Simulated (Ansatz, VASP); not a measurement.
One calculation of Cu, two programs

```
Cu
1.0
     3.61500    0.00000    0.00000
     0.00000    1.80750   -1.80750
     0.60250    7.23000    7.23000
Cu
8
Direct
  0.84375 0.00000 0.93750
  0.48958 0.50000 0.06250
  0.96875 0.00000 0.18750
  0.44792 0.50000 0.31250
  0.92708 0.00000 0.43750
  0.40625 0.50000 0.56250
  0.88542 0.00000 0.68750
  0.36458 0.50000 0.81250
```

Alike in both runs: task single point; functional PBE; k mesh 13 × 18 × 5; occupations gaussian, width 0.15 eV; no spin polarisation.

|  | VASP | Ansatz |
| --- | --- | --- |
| version | VASP 6.6.1 | Ansatz 0.2.0 |
| potentials or method | VASP PAW PBE potentials, release 64 (Cu), cutoff 520 eV | scalar-relativistic, plane waves, PAW |
| valence electrons in the cell | 88 | 152 |

Ansatz gave:

- gap on the k mesh at the Fermi level (eV): none
- pressure (GPa): 5.8
- traceless stress, the component that is largest in VASP (GPa): -4.15
- rms of the force components (eV/Å): 0.952

Which values does VASP return?

gap on the k mesh at the Fermi level (eV): none; pressure (GPa): 6.3; traceless stress, the component that is largest in VASP (GPa): -4.16; rms of the force components (eV/Å): 0.956.

Atom by atom the forces differ by 0.004 eV/Å (rms over components). A gap of «none» marks a metal or a gap that the smearing closes. VASP's potentials hold 88 valence electrons a cell and Ansatz's 152, so a difference there can come from the potentials and not from the codes.
